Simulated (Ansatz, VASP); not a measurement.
Pt4C in VASP and in Ansatz

```xyz
5
Lattice="2.7704 0.0000 0.0000 0.0000 3.9179 0.0000 0.0000 0.0000 21.0970" Properties=species:S:1:pos:R:3 pbc="T T T"
Pt    1.3852    1.9590    4.0000
Pt    0.0000    0.0000    5.3852
Pt    1.3852    1.9590    6.8697
Pt    0.0000    0.0000    8.0970
C     0.0000    1.9590    9.8970
```

Alike in both runs: task single point; functional PBEsol; k mesh 10 × 7 × 1; occupations gaussian, width 0.1 eV; collinear spin.

```csv
,VASP,Ansatz
version,VASP 6.6.1,Ansatz 0.2.0
potentials or method,"VASP PAW PBE potentials, release 64 (Pt, C), cutoff 520 eV","scalar-relativistic, plane waves, PAW"
valence electrons in the cell,44,76
```

|  | VASP | Ansatz | Ansatz less VASP |
| --- | --- | --- | --- |
| gap on the k mesh at the Fermi level (eV) | none | none | - |
| rms of the force components (eV/Å) | 1.113 | 1.116 | +0.0031 |
| net moment per atom (μB) | 0.00 | 0.00 | 0.000 |
| work function, face that differs most (eV) | 5.55 | 5.56 | +0.004 |

VASP's potentials were made for PBE, not for PBEsol, and Ansatz warns of the same on its side. Atom by atom the forces differ by 0.008 eV/Å (rms over components). A gap of «none» marks a metal or a gap that the smearing closes. The functional is the same, so the differences come from potentials, cutoffs and numerics. VASP's potentials hold 44 valence electrons a cell and Ansatz's 76, so a difference there can come from the potentials and not from the codes. Ansatz's warnings: seeded moment not kept.

Spin-orbit coupling is off throughout.
